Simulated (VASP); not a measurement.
# Al15Ni16 (a cell with a defect) in VASP: single point with PBE

Aim: the single point of Al15Ni16 (a cell with a defect) with PBE.

All numbers are computed with VASP 6.6.1; they aren't measurements. Logs are shortened: lines on timing, memory, paths and dates and some standing lists are left out, and cuts for length are marked.

## (1) The cell of the first run

The cell holds a defect, 31 atoms: a = 8.179 Å, b = 8.179 Å, c = 8.179 Å, α = 60.00°, β = 60.00°, γ = 60.00°.

## (2) Single point, PBE

Input file INCAR:

```
ALGO = Normal
EDIFF = 1E-7
ENCUT = 520
GGA = PE
ISIF = 2
ISMEAR = 1
LASPH = True
LCHARG = False
LREAL = Auto
LWAVE = False
NBANDS = 124
NELM = 60
PREC = Accurate
SIGMA = 0.1
```

Input file KPOINTS:

```
k-points
0
Gamma
  2 2 2
```

Input file POSCAR:

```
Al15Ni16
1.0
    0.0000000000      5.7836525300      5.7836525300
    5.7836525300      0.0000000000      5.7836525300
    5.7836525300      5.7836525300      0.0000000000
Al Ni
15 16
Direct
    0.1139187558      0.1352236318      0.1338357545
    0.2537474360      0.5014659828      0.4987192756
    0.1243271438      0.1270278593      0.6248622270
    0.3748939772      0.3745673670      0.8706422929
    0.1241702361      0.6251908256      0.1276967273
    0.3751763248      0.8703846702      0.3740981134
    0.3828801071      0.8663055870      0.8649579957
    0.6247452594      0.1248870841      0.1246621398
    0.8861184992      0.3652386600      0.3655339751
    0.6199386947      0.1294872049      0.6256057018
    0.8760548760      0.3752780771      0.8731548055
    0.6195288326      0.6260632846      0.1297514842
    0.8769047715      0.8724729699      0.3749581236
    0.6167855834      0.6345717487      0.6349400281
    0.8741485547      0.8754978750      0.8752667062
   -0.0044044831      0.0004113318     -0.0002870159
    0.2536340993      0.2549718352      0.2547481012
    0.0062207229     -0.0162935964      0.5026668675
    0.2461883719      0.2164371033      0.7837196264
    0.0053856105      0.5035645701     -0.0154954848
    0.2466047178      0.7862304965      0.2139430046
   -0.0317838942      0.4991430562      0.5009910234
    0.2475053597      0.7423417949      0.7420788123
    0.5005412211      0.0006374000     -0.0004655363
    0.7315647816      0.2581091261      0.2579025092
    0.4932888837      0.0155101814      0.4966476608
    0.7504689256      0.2472390056      0.7529139203
    0.4924311212      0.4974729179      0.0164635582
    0.7506499530      0.7523953898      0.2477983407
    0.5386984235      0.4995868070      0.5005685395
    0.7632802934      0.7453914248      0.7451765087
```

Potentials or basis: VASP PAW PBE potentials, release 64 (Al, Ni).

Started as:

```
$ cat potpaw_PBE.64/Al/POTCAR potpaw_PBE.64/Ni/POTCAR > POTCAR
$ mpirun -np 1 vasp_std > vasp.out
```

OUTCAR:

```text
EDIFF = 1E-7
   ENCUT = 520
   GGA = PE
   ISIF = 2
   ISMEAR = 1
   LASPH = True
   LREAL = Auto
   NELM = 60
   PREC = Accurate

 ion  position               nearest neighbor table
   1  0.114  0.135  0.134-  21 2.34  19 2.35  20 2.47  18 2.47  17 2.54  25 2.55  24 2.58  16 2.59
                             9 2.67  11 2.89  13 2.89   4 2.90   6 2.90   7 3.11
   2  0.254  0.501  0.499-  21 2.33  30 2.33  19 2.33  22 2.34   6 3.17  12 3.17   4 3.18  10 3.18
                            13 3.23   5 3.23  11 3.25   3 3.25
   3  0.124  0.127  0.625-  26 2.47  17 2.47  19 2.49  27 2.50  22 2.50  16 2.50  18 2.56  23 2.57
                            11 2.87   9 2.88   7 2.89  15 2.90   6 2.93   2 3.25
   4  0.375  0.375  0.871-  23 2.46  20 2.47  30 2.49  24 2.50  27 2.51  19 2.51  17 2.57  28 2.58
                            10 2.83   1 2.90  14 2.91   8 2.91   5 2.94   2 3.18
   5  0.124  0.625  0.128-  28 2.46  17 2.47  21 2.49  29 2.49  16 2.51  22 2.51  20 2.56  23 2.58
                            13 2.86   9 2.88   7 2.89  15 2.91   4 2.94   2 3.23
   6  0.375  0.870  0.374-  23 2.46  18 2.46  30 2.50  24 2.50  29 2.51  21 2.51  17 2.57  26 2.58
                            12 2.83   1 2.90  14 2.91   8 2.92   3 2.93   2 3.17
   7  0.383  0.866  0.865-  21 2.34  19 2.35  26 2.47  28 2.47  31 2.54  23 2.55  24 2.58  16 2.59
                            14 2.67   3 2.89   5 2.89  10 2.90  12 2.90   1 3.11
   8  0.625  0.125  0.125-  16 2.48  17 2.48  27 2.48  26 2.49  29 2.49  28 2.49  24 2.49  25 2.50
                            15 2.88  11 2.90  13 2.91   4 2.91   6 2.92
   9  0.886  0.365  0.366-  30 2.34  22 2.36  17 2.46  25 2.48  20 2.55  18 2.55  29 2.59  27 2.59
                             1 2.67   3 2.88   5 2.88  10 2.91  12 2.91  14 3.12
  10  0.620  0.129  0.626-  25 2.46  26 2.47  30 2.49  24 2.50  27 2.51  19 2.51  31 2.57  18 2.58
                             4 2.83   7 2.90   9 2.91  15 2.91  13 2.94   2 3.18
  11  0.876  0.375  0.873-  20 2.47  31 2.47  19 2.49  27 2.50  22 2.50  16 2.50  28 2.56  25 2.57
[... 27 lines left out ...]
  25  0.732  0.258  0.258-  10 2.46  12 2.46   9 2.48   8 2.50   1 2.55  11 2.57  13 2.58  28 2.78
                            26 2.78  30 2.83  16 2.98  20 3.01  18 3.01
  26  0.493  0.016  0.497-   3 2.47   7 2.47  10 2.47   8 2.49  14 2.55  13 2.56   6 2.58  25 2.78
                            17 2.79  19 2.84  29 2.96  31 3.00  23 3.01
  27  0.750  0.247  0.753-  15 2.48   8 2.48   3 2.50  11 2.50   4 2.51  10 2.51  14 2.59   9 2.59
                            30 2.69  22 2.72  16 2.85  24 2.87  18 2.97  28 2.97
  28  0.492  0.497  0.016-   5 2.46  12 2.47   7 2.47   8 2.49  14 2.55  11 2.56   4 2.58  25 2.78
                            17 2.78  21 2.84  27 2.97  31 3.00  23 3.01
  29  0.751  0.752  0.248-   8 2.49  15 2.49  13 2.49   5 2.49   6 2.51  12 2.51  14 2.59   9 2.59
                            30 2.70  22 2.73  16 2.85  24 2.88  26 2.96  20 2.96
  30  0.539  0.500  0.501-   2 2.33   9 2.34  14 2.34   4 2.49  10 2.49   6 2.50  12 2.50  27 2.69
                            29 2.70  25 2.83  23 2.83
  31  0.763  0.745  0.745-  14 2.46  11 2.47  13 2.47  15 2.48   7 2.54  10 2.57  12 2.57  18 2.78
                            20 2.78  22 2.86  24 2.95  26 3.00  28 3.00

  LATTYP: Found a face centered cubic cell.
 ALAT       =    11.5673050600

  Lattice vectors:

 A1 = (   0.0000000000,   5.7836525300,   5.7836525300)
 A2 = (   5.7836525300,   0.0000000000,   5.7836525300)
 A3 = (   5.7836525300,   5.7836525300,   0.0000000000)

Analysis of symmetry for initial positions (statically):
=====================================================================
 Subroutine PRICEL returns:
 Original cell was already a primitive cell.

 Routine SETGRP: Setting up the symmetry group for a
 face centered cubic supercell.

 Subroutine GETGRP returns: Found  1 space group operations
 (whereof  1 operations were pure point group operations)
 out of a pool of 48 trial point group operations.

The static configuration has the point symmetry C_1 .

Analysis of symmetry for dynamics (positions and initial velocities):
=====================================================================
 Subroutine PRICEL returns:
 Original cell was already a primitive cell.

 Routine SETGRP: Setting up the symmetry group for a
 face centered cubic supercell.

 Subroutine GETGRP returns: Found  1 space group operations
 (whereof  1 operations were pure point group operations)
 out of a pool of 48 trial point group operations.

The dynamic configuration has the point symmetry C_1 .

 Subroutine INISYM returns: Found  1 space group operations
 (whereof  1 operations are pure point group operations),
 and found     1 'primitive' translations

----------------------------------------------------------------------------------------

                                     Primitive cell

  volume of cell :     386.9337

  direct lattice vectors                    reciprocal lattice vectors
     0.000000000  5.783652530  5.783652530    -0.086450560  0.086450560  0.086450560
     5.783652530  0.000000000  5.783652530     0.086450560 -0.086450560  0.086450560
     5.783652530  5.783652530  0.000000000     0.086450560  0.086450560 -0.086450560

  length of vectors
     8.179319848  8.179319848  8.179319848     0.149736762  0.149736762  0.149736762

  position of ions in fractional coordinates (direct lattice)
     0.113918756  0.135223632  0.133835754
     0.253747436  0.501465983  0.498719276
     0.124327144  0.127027859  0.624862227
     0.374893977  0.374567367  0.870642293
     0.124170236  0.625190826  0.127696727
     0.375176325  0.870384670  0.374098113
[... 23 lines left out ...]
     0.538698424  0.499586807  0.500568540
     0.763280293  0.745391425  0.745176509

  ion indices of the primitive-cell ions
   primitive index   ion index
                 1           1
                 2           2
                 3           3
                 4           4
                 5           5
                 6           6
[... 23 lines left out ...]
                30          30
                31          31

----------------------------------------------------------------------------------------

 KPOINTS: k-points

Automatic generation of k-mesh.
 Grid dimensions read from file:
 generate k-points for:    2    2    2

 Generating k-lattice:

  Cartesian coordinates                     Fractional coordinates (reciprocal lattice)
    -0.043225280  0.043225280  0.043225280     0.500000000  0.000000000  0.000000000
     0.043225280 -0.043225280  0.043225280     0.000000000  0.500000000  0.000000000
     0.043225280  0.043225280 -0.043225280     0.000000000  0.000000000  0.500000000

  Length of vectors
     0.074868381  0.074868381  0.074868381

  Shift w.r.t. Gamma in fractional coordinates (k-lattice)
     0.000000000  0.000000000  0.000000000

 Subroutine IBZKPT returns following result:
 ===========================================

 Found      8 irreducible k-points:

 Following reciprocal coordinates:
            Coordinates               Weight
  0.000000  0.000000  0.000000      1.000000
  0.500000  0.000000  0.000000      1.000000
  0.000000  0.500000  0.000000      1.000000
  0.000000  0.000000  0.500000      1.000000
  0.500000  0.500000  0.500000      1.000000
  0.500000  0.500000  0.000000      1.000000
  0.000000  0.500000  0.500000      1.000000
  0.500000  0.000000  0.500000      1.000000
   k-points           NKPTS =      8   k-points in BZ     NKDIM =      8   number of bands    NBANDS=    124
   number of dos      NEDOS =    301   number of ions     NIONS =     31
   total plane-waves  NPLWV = 262144
   dimension x,y,z NGX =    64 NGY =   64 NGZ =   64
   dimension x,y,z NGXF=   128 NGYF=  128 NGZF=  128
   ions per type =              15  16
   NGX,Y,Z   is equivalent  to a cutoff of  13.01, 13.01, 13.01 a.u.
   NGXF,Y,Z  is equivalent  to a cutoff of  26.02, 26.02, 26.02 a.u.
 SYSTEM =  unknown system
   PREC   = accura    normal or accurate (medium, high low for compatibility)
   ISTART =      0    job   : 0-new  1-cont  2-samecut
   ICHARG =      2    charge: 1-file 2-atom 10-const
   ISPIN  =      1    spin polarized calculation?
   LNONCOLLINEAR =      F non collinear calculations
   LSORBIT =      F    spin-orbit coupling
   LASPH  =      T    aspherical Exc in radial PAW
   ENCUT  =  520.0 eV  38.22 Ry    6.18 a.u.  15.21 15.21 15.21*2*pi/ulx,y,z
   NELM   =     60;   NELMIN=  2; NELMDL= -5     # of ELM steps
   EDIFF  = 0.1E-06   stopping-criterion for ELM
   LREAL  =      T    real-space projection
   EDIFFG = 0.1E-05   stopping-criterion for IOM
   NSW    =      0    number of steps for IOM
   IBRION =     -1    ionic relax: 0-MD 1-quasi-New 2-CG
   NFREE  =      0    steps in history (QN), initial steepest desc. (CG)
   ISIF   =      2    stress and relaxation
   ISYM   =      2    0-nonsym 1-usesym 2-fastsym
   POTIM  = 0.5000    time-step for ionic-motion
   TEBEG  =    0.0;   TEEND  =   0.0 temperature during run
   PSTRESS=    0.0 pullay stress
   NELECT =     205.0000    total number of electrons
   NUPDOWN=      -1.0000    fix difference up-down
   EMIN   =  10.00;   EMAX   =-10.00  energy-range for DOS
   EFERMI =   0.00;   METHOD = LEGACY
   ISMEAR =     1;   SIGMA  =   0.10  broadening in eV -4-tet -1-fermi 0-gaus
   EFERMI_NEDOS =   21; number of points for ismear=-14 and -15
   IALGO  =     38    algorithm
   IMIX   =      4    mixing-type and parameters
     AMIX     =   0.40;   BMIX     =  1.00
     AMIX_MAG =   1.60;   BMIX_MAG =  1.00
  volume/ion in A,a.u.               =      12.48        84.23
  Fermi-wavevector in a.u.,A,eV,Ry     =   1.324689  2.503299 23.875516  1.754801
  Thomas-Fermi vector in A             =   2.454205
   LORBIT       =      0    0 simple, 1 ext, 2 COOP (PROOUT), +10 PAW based schemes
   GGA     = PE    functional components
   LHFCALC =     F    Hartree Fock is set to
   AEXX    =    0.0000 exact exchange contribution
   IVDW    =     0    specifies the selected vdW correction
   LEPSILON=     F    determine dielectric tensor
   LRPA    =     F    only Hartree local field effects (RPA)
 non-spin polarized calculation
 Methfessel and Paxton  Order N= 1 SIGMA  =   0.10
  energy-cutoff  :      520.00
  volume of cell :      386.93
 maximum number of plane-waves:     10478
 NGX is ok and might be reduce to    64
   NGX = 31   NGY = 31   NGZ = 31

 number of electron     204.9999976 magnetization

 Free energy of the ion-electron system (eV)
  ---------------------------------------------------
  ext. energy  EPLUGINS =         0.00000000
  ---------------------------------------------------
  free energy    TOTEN  =      -160.47006942 eV

  energy without entropy =     -160.46298693  energy(sigma->0) =     -160.46770859

 E-fermi :   9.3041     XC(G=0): -11.8280

 val. band max:        9.3037323329   @ k =   0.5000   0.0000   0.0000
 cond. band min:       9.3109294552   @ k =   0.0000   0.0000   0.5000
 fundamental gap:      0.0071971224
 Fermi energy:         9.3040605551

 k-point     1 :       0.0000    0.0000    0.0000
  band No.  band energies     occupation
      1      -1.4371      2.00000
      2       1.4017      2.00000
      3       1.6045      2.00000
      4       1.6366      2.00000
      5       1.6380      2.00000
      6       1.7847      2.00000
[... 925 lines left out ...]
    113      11.0176     -0.00000
    114      11.3281      0.00000
 [bands above 114 left out]

------------------------ aborting loop because EDIFF is reached ----------------------------------------

  FORCE on cell =-STRESS in cart. coord.  units (eV):
  Direction    XX          YY          ZZ          XY          YZ          ZX
  --------------------------------------------------------------------------------------
  -------------------------------------------------------------------------------------
  Total        1.3169869      0.0036529      0.0962261     -0.0008948      0.0149206      0.0010719
  in kB        5.4532508      0.0151254      0.3984434     -0.0037053      0.0617819      0.0044383
  external PRESSURE =       1.9556066 kB  Pullay stress =       0.0000000 kB

 VOLUME and BASIS-vectors are now :
 -----------------------------------------------------------------------------
  energy-cutoff  :      520.00
  volume of cell :      386.93
      direct lattice vectors                 reciprocal lattice vectors
     0.000000000  5.783652530  5.783652530    -0.086450560  0.086450560  0.086450560
     5.783652530  0.000000000  5.783652530     0.086450560 -0.086450560  0.086450560
     5.783652530  5.783652530  0.000000000     0.086450560  0.086450560 -0.086450560

 POSITION                                       TOTAL-FORCE (eV/Angst)
 -----------------------------------------------------------------------------------
      1.55615      1.43293      1.44095        -0.012822      0.001531      0.000792
      5.78472      4.35201      4.36789        -0.000012      0.020370      0.032620
      4.34867      4.33305      1.45375        -0.002024     -0.000440      0.003782
      7.20186      7.20375      4.33462        -0.000490      0.002272     -0.000526
      4.35444      1.45671      4.33404         0.000875      0.003436     -0.000941
      7.19766      4.33354      7.20389        -0.001308     -0.000690      0.005200
[... 23 lines left out ...]
      5.78455      6.01076      6.00508        -0.000212     -0.046791     -0.044992
      8.62093      8.72439      8.72563         0.000972      0.002334      0.001628
 -----------------------------------------------------------------------------------
    total drift:                                0.003048      0.000119     -0.000091

  FREE ENERGIE OF THE ION-ELECTRON SYSTEM (eV)
  ---------------------------------------------------
  free  energy   TOTEN  =      -160.4700694242 eV

  energy  without entropy=     -160.4629869265  energy(sigma->0) =     -160.46770859
```

Run time: 57 min. Hardware: 1 thread of Intel Xeon 8259CL, shared host; peak memory 0.71 GiB.

Results:

* Free energy: -160.4701 eV
* Pressure: 0.2 GPa
* Largest force: 0.065 eV/Å
* Band gap on the k mesh: zero (an odd number of electrons rules out a gap without spin polarisation)

Forces in eV/Å, atoms in the order of the input:
```
Al  -0.013  0.002  0.001
Al   0.000  0.020  0.033
Al  -0.002  0.000  0.004
Al   0.000  0.002 -0.001
Al   0.001  0.003 -0.001
Al  -0.001 -0.001  0.005
Al   0.013  0.001  0.001
Al   0.002 -0.004 -0.004
Al   0.016 -0.001 -0.002
Al   0.000  0.003  0.000
Al   0.002 -0.001  0.004
Al   0.001 -0.001  0.006
Al   0.000  0.004 -0.001
Al  -0.014 -0.001 -0.002
Al  -0.002 -0.003 -0.003
Ni   0.000  0.005  0.003
Ni  -0.002  0.002  0.001
Ni   0.013 -0.001 -0.002
Ni   0.000  0.001  0.019
Ni   0.007 -0.002  0.000
Ni   0.000  0.028 -0.010
Ni   0.000 -0.001  0.005
Ni   0.021  0.000 -0.001
Ni   0.000  0.005  0.002
Ni  -0.022  0.000 -0.001
Ni  -0.008 -0.003  0.001
Ni   0.000 -0.009 -0.002
Ni  -0.014 -0.001 -0.003
Ni   0.000 -0.005 -0.007
Ni   0.000 -0.047 -0.045
Ni   0.001  0.002  0.002
```

Levels at points of the mesh, in eV from the Fermi level:
| k point | band 99 | band 100 | band 101 | band 102 | band 103 | band 104 | band 105 | band 106 |
| --- | --- | --- | --- | --- | --- | --- | --- | --- |
| (0.00, 0.00, 0.00) | -0.56 | -0.55 | -0.55 | 1.39 | 1.40 | 1.56 | 1.93 | 2.14 |
| (0.50, 0.00, 0.00) | -0.18 | -0.14 | -0.12 | 0.00 | 0.02 | 0.03 | 0.08 | 0.10 |
| (0.00, 0.50, 0.00) | -0.17 | -0.14 | -0.12 | 0.01 | 0.01 | 0.03 | 0.07 | 0.11 |
| (0.00, 0.00, 0.50) | -0.17 | -0.14 | -0.12 | 0.01 | 0.01 | 0.03 | 0.07 | 0.11 |
| (0.50, 0.50, 0.50) | -0.18 | -0.14 | -0.12 | 0.00 | 0.02 | 0.03 | 0.08 | 0.10 |
| (0.50, 0.50, 0.00) | -0.52 | -0.50 | -0.46 | -0.28 | -0.10 | 0.06 | 0.11 | 0.21 |
| (0.00, 0.50, 0.50) | -0.52 | -0.48 | -0.48 | -0.41 | -0.12 | -0.11 | 0.22 | 0.22 |
| (0.50, 0.00, 0.50) | -0.52 | -0.50 | -0.46 | -0.28 | -0.10 | 0.06 | 0.11 | 0.21 |

Caveat: the k points lie up to 0.47 Å⁻¹ apart, too coarse for converged energies and pressures of a metal. Spin polarisation is off, so any magnetic state and its effect on volume and gap are missing.
